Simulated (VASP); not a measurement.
# Zr (Im-3m) in VASP: a series of runs

The runs below take Zr through single point, with PBE.

Program: VASP 6.6.1. These are calculated values, not measurements. Logs are shortened: lines on timing, memory, paths and dates and some standing lists are left out, and cuts for length are marked.

### Step 1. The cell of the first run

It takes space group Im-3m (No. 229, cubic). The conventional cell has a = 3.546 Å, b = 3.546 Å, c = 3.546 Å, α = 90.00°, β = 90.00°, γ = 90.00°. Within 4.0 Å of Zr (site symmetry m-3m) lie 14 Zr at 3.07 to 3.55 Å.

### Step 2. Single point, PBE (volume scaled by 0.94)

INCAR

```
ALGO     = Fast           # electronic algorithm
EDIFF    = 1E-6           # SCF threshold, eV
ENCUT    = 520            # plane-wave cutoff, eV
GGA      = PE             # functional
ISIF     = 2              # what is computed and relaxed
ISMEAR   = -1             # smearing method
LASPH    = T              # aspherical terms in the spheres
LCHARG   = F              # write CHGCAR
LREAL    = F              # projectors in reciprocal space
LWAVE    = F              # write WAVECAR
NBANDS   = 12             # bands
NELM     = 100            # most SCF steps
PREC     = Accurate       # precision mode
SIGMA    = 0.05           # smearing width, eV
```

KPOINTS

```
k-points
0
Gamma
  10 10 10
```

POSCAR

```
Zr
1.0
   -1.7730508568      1.7730508568      1.7730508568
    1.7730508568     -1.7730508568      1.7730508568
    1.7730508568      1.7730508568     -1.7730508568
Zr
1
Direct
    0.0000000000      0.0000000000      0.0000000000
```

Potentials or basis: VASP PAW PBE potentials, release 64 (Zr_sv).

On the command line:

```bash
$ cat potpaw_PBE.64/Zr_sv/POTCAR > POTCAR
$ mpirun -np 1 vasp_std > vasp.out
```

OUTCAR:

```text
EDIFF = 1E-6
   ENCUT = 520
   GGA = PE
   ISIF = 2
   ISMEAR = -1
   LASPH = T
   LREAL = F
   NELM = 100
   PREC = Accurate

 ion  position               nearest neighbor table
   1  0.000  0.000  0.000-

  LATTYP: Found a body centered cubic cell.
 ALAT       =     3.5461017136

  Lattice vectors:

 A1 = (  -1.7730508568,   1.7730508568,   1.7730508568)
 A2 = (   1.7730508568,  -1.7730508568,   1.7730508568)
 A3 = (   1.7730508568,   1.7730508568,  -1.7730508568)

Analysis of symmetry for initial positions (statically):
=====================================================================
 Subroutine PRICEL returns:
 Original cell was already a primitive cell.

 Routine SETGRP: Setting up the symmetry group for a
 body centered cubic supercell.

 Subroutine GETGRP returns: Found 48 space group operations
 (whereof 48 operations were pure point group operations)
 out of a pool of 48 trial point group operations.

The static configuration has the point symmetry O_h .

Analysis of symmetry for dynamics (positions and initial velocities):
=====================================================================
 Subroutine PRICEL returns:
 Original cell was already a primitive cell.

 Routine SETGRP: Setting up the symmetry group for a
 body centered cubic supercell.

 Subroutine GETGRP returns: Found 48 space group operations
 (whereof 48 operations were pure point group operations)
 out of a pool of 48 trial point group operations.

The dynamic configuration has the point symmetry O_h .

 Subroutine INISYM returns: Found 48 space group operations
 (whereof 48 operations are pure point group operations),
 and found     1 'primitive' translations

----------------------------------------------------------------------------------------

                                     Primitive cell

  volume of cell :      22.2958

  direct lattice vectors                    reciprocal lattice vectors
    -1.773050857  1.773050857  1.773050857     0.000000000  0.281999807  0.281999807
     1.773050857 -1.773050857  1.773050857     0.281999807  0.000000000  0.281999807
     1.773050857  1.773050857 -1.773050857     0.281999807  0.281999807  0.000000000

  length of vectors
     3.071014168  3.071014168  3.071014168     0.398807952  0.398807952  0.398807952

  position of ions in fractional coordinates (direct lattice)
     0.000000000  0.000000000  0.000000000

  ion indices of the primitive-cell ions
   primitive index   ion index
                 1           1

----------------------------------------------------------------------------------------

 KPOINTS: k-points

Automatic generation of k-mesh.
 Grid dimensions read from file:
 generate k-points for:   10   10   10

 Generating k-lattice:

  Cartesian coordinates                     Fractional coordinates (reciprocal lattice)
     0.000000000  0.028199981  0.028199981     0.100000000  0.000000000  0.000000000
     0.028199981  0.000000000  0.028199981     0.000000000  0.100000000  0.000000000
     0.028199981  0.028199981  0.000000000     0.000000000  0.000000000  0.100000000

  Length of vectors
     0.039880795  0.039880795  0.039880795

  Shift w.r.t. Gamma in fractional coordinates (k-lattice)
     0.000000000  0.000000000  0.000000000

 Subroutine IBZKPT returns following result:
 ===========================================

 Found     47 irreducible k-points:

 Following reciprocal coordinates:
            Coordinates               Weight
  0.000000  0.000000  0.000000      1.000000
  0.100000  0.000000  0.000000     12.000000
  0.200000  0.000000  0.000000     12.000000
  0.300000  0.000000  0.000000     12.000000
  0.400000  0.000000  0.000000     12.000000
  0.500000  0.000000  0.000000      6.000000
[... 16 lines left out ...]
  0.300000  0.300000  0.100000      8.000000
 -0.300000  0.300000  0.100000     24.000000
 [... further k-points ...]
   k-points           NKPTS =     47   k-points in BZ     NKDIM =     47   number of bands    NBANDS=     12
   number of dos      NEDOS =    301   number of ions     NIONS =      1
   total plane-waves  NPLWV =  13824
   dimension x,y,z NGX =    24 NGY =   24 NGZ =   24
   dimension x,y,z NGXF=    48 NGYF=   48 NGZF=   48
   ions per type =               1
   NGX,Y,Z   is equivalent  to a cutoff of  12.99, 12.99, 12.99 a.u.
   NGXF,Y,Z  is equivalent  to a cutoff of  25.98, 25.98, 25.98 a.u.
 SYSTEM =  unknown system
   PREC   = accura    normal or accurate (medium, high low for compatibility)
   ISTART =      0    job   : 0-new  1-cont  2-samecut
   ICHARG =      2    charge: 1-file 2-atom 10-const
   ISPIN  =      1    spin polarized calculation?
   LNONCOLLINEAR =      F non collinear calculations
   LSORBIT =      F    spin-orbit coupling
   LASPH  =      T    aspherical Exc in radial PAW
   ENCUT  =  520.0 eV  38.22 Ry    6.18 a.u.   5.71  5.71  5.71*2*pi/ulx,y,z
   NELM   =    100;   NELMIN=  2; NELMDL= -5     # of ELM steps
   EDIFF  = 0.1E-05   stopping-criterion for ELM
   LREAL  =      F    real-space projection
   EDIFFG = 0.1E-04   stopping-criterion for IOM
   NSW    =      0    number of steps for IOM
   IBRION =     -1    ionic relax: 0-MD 1-quasi-New 2-CG
   NFREE  =      0    steps in history (QN), initial steepest desc. (CG)
   ISIF   =      2    stress and relaxation
   ISYM   =      2    0-nonsym 1-usesym 2-fastsym
   POTIM  = 0.5000    time-step for ionic-motion
   TEBEG  =    0.0;   TEEND  =   0.0 temperature during run
   PSTRESS=    0.0 pullay stress
   NELECT =      12.0000    total number of electrons
   NUPDOWN=      -1.0000    fix difference up-down
   EMIN   =  10.00;   EMAX   =-10.00  energy-range for DOS
   EFERMI =   0.00;   METHOD = LEGACY
   ISMEAR =    -1;   SIGMA  =   0.05  broadening in eV -4-tet -1-fermi 0-gaus
   EFERMI_NEDOS =   21; number of points for ismear=-14 and -15
   IALGO  =     68    algorithm
   IMIX   =      4    mixing-type and parameters
     AMIX     =   0.40;   BMIX     =  1.00
     AMIX_MAG =   1.60;   BMIX_MAG =  1.00
  volume/ion in A,a.u.               =      22.30       150.46
  Fermi-wavevector in a.u.,A,eV,Ry     =   1.331662  2.516477 24.127539  1.773324
  Thomas-Fermi vector in A             =   2.460656
   LORBIT       =      0    0 simple, 1 ext, 2 COOP (PROOUT), +10 PAW based schemes
   GGA     = PE    functional components
   LHFCALC =     F    Hartree Fock is set to
   AEXX    =    0.0000 exact exchange contribution
   IVDW    =     0    specifies the selected vdW correction
   LEPSILON=     F    determine dielectric tensor
   LRPA    =     F    only Hartree local field effects (RPA)
 non-spin polarized calculation
 RMM-DIIS sequential band-by-band and
  energy-cutoff  :      520.00
  volume of cell :       22.30
 maximum number of plane-waves:       618
   NGX = 11   NGY = 11   NGZ = 11

 number of electron      12.0000000 magnetization

 Free energy of the ion-electron system (eV)
  ---------------------------------------------------
  ext. energy  EPLUGINS =         0.00000000
  ---------------------------------------------------
  free energy    TOTEN  =        -8.44467362 eV

  energy without entropy =       -8.43071910  energy(sigma->0) =       -8.43769636

 E-fermi :   9.2352     XC(G=0): -11.2722

 val. band max:        9.1928623683   @ k =   0.2000   0.2000   0.0000
 cond. band min:       9.2445057835   @ k =   0.2000   0.1000  -0.0000
 fundamental gap:      0.0516434152
 Fermi energy:         9.2352272941

 k-point     1 :       0.0000    0.0000    0.0000
  band No.  band energies     occupation
      1     -39.1999      2.00000
      2     -16.6487      2.00000
      3     -16.6487      2.00000
      4     -16.6487      2.00000
      5       3.7621      2.00000
      6      10.3472      0.00000
      7      10.3472      0.00000
      8      10.3472      0.00000
      9      12.9352      0.00000
     10      12.9352      0.00000
     11      21.7273      0.00000
     12      21.7273      0.00000

 k-point     2 :       0.1000    0.0000    0.0000
  band No.  band energies     occupation
      1     -39.1829      2.00000
      2     -16.7623      2.00000
      3     -16.6831      2.00000
      4     -16.6497      2.00000
      5       4.1143      2.00000
      6      10.1135      0.00000
      7      10.2537      0.00000
      8      10.6932      0.00000
      9      12.6081      0.00000
     10      12.9336      0.00000
     11      22.0242      0.00000
     12      22.3641      0.00000

 k-point     3 :       0.2000    0.0000    0.0000
  band No.  band energies     occupation
      1     -39.1381      2.00000
      2     -17.0508      2.00000
      3     -16.7718      2.00000
      4     -16.6522      2.00000
      5       5.0302      2.00000
      6       9.5725      0.00235
      7       9.8445      0.00001
      8      11.6929      0.00000
      9      12.3766      0.00000
     10      12.9880      0.00000
     11      22.2793      0.00000
     12      23.8990      0.00000
[... 286 lines left out ...]
 k-point    23 :       0.3000    0.3000    0.1000
  band No.  band energies     occupation
      1     -39.0043      2.00000
      2     -17.3559      2.00000
      3     -17.3559      2.00000
      4     -16.8896      2.00000
      5       7.9214      2.00000
      6       8.9102      1.99700
      7       8.9102      1.99700
      8      13.6040      0.00000
      9      13.6040      0.00000
     10      17.5675      0.00000
     11      19.3820      0.00000
     12      19.3820      0.00000

 k-point    24 :      -0.3000    0.3000    0.1000
  band No.  band energies     occupation
      1     -39.0684      2.00000
      2     -17.3759      2.00000
      3     -16.9179      2.00000
      4     -16.7370      2.00000
      5       6.2920      2.00000
      6       9.3385      0.22515
      7       9.3786      0.10766
      8      11.7780      0.00000
      9      13.0936      0.00000
     10      13.7623      0.00000
     11      21.3579      0.00000
     12      23.2367      0.00000

 [... further k-points ...]
[... 5 lines left out ...]
  --------------------------------------------------------------------------------------
  -------------------------------------------------------------------------------------
  Total        0.2429514      0.2429514      0.2429514      0.0000000      0.0000000      0.0000000
  in kB       17.4584824     17.4584824     17.4584824      0.0000000      0.0000000      0.0000000
  external PRESSURE =      17.4584824 kB  Pullay stress =       0.0000000 kB

 VOLUME and BASIS-vectors are now :
 -----------------------------------------------------------------------------
  energy-cutoff  :      520.00
  volume of cell :       22.30
      direct lattice vectors                 reciprocal lattice vectors
    -1.773050857  1.773050857  1.773050857     0.000000000  0.281999807  0.281999807
     1.773050857 -1.773050857  1.773050857     0.281999807  0.000000000  0.281999807
     1.773050857  1.773050857 -1.773050857     0.281999807  0.281999807  0.000000000

 POSITION                                       TOTAL-FORCE (eV/Angst)
 -----------------------------------------------------------------------------------
      0.00000      0.00000      0.00000        -0.000000     -0.000000     -0.000000
 -----------------------------------------------------------------------------------
    total drift:                               -0.000000      0.000000      0.000000

  FREE ENERGIE OF THE ION-ELECTRON SYSTEM (eV)
  ---------------------------------------------------
  free  energy   TOTEN  =        -8.4446736189 eV

  energy  without entropy=       -8.4307190991  energy(sigma->0) =       -8.43769636
```

It took 9.6 s on 1 thread of Intel Xeon 6975P-C (Granite Rapids), shared host; peak memory 0.14 GiB.

What came out:

| Item | Value |
| --- | --- |
| Free energy | -8.4447 eV |
| Pressure | 1.7 GPa |
| Band gap on the k mesh | zero (band 6 reaches 10.35 eV, above the bottom of band 7 at 8.59 eV) |

(Part 1 of 2 ends here.)
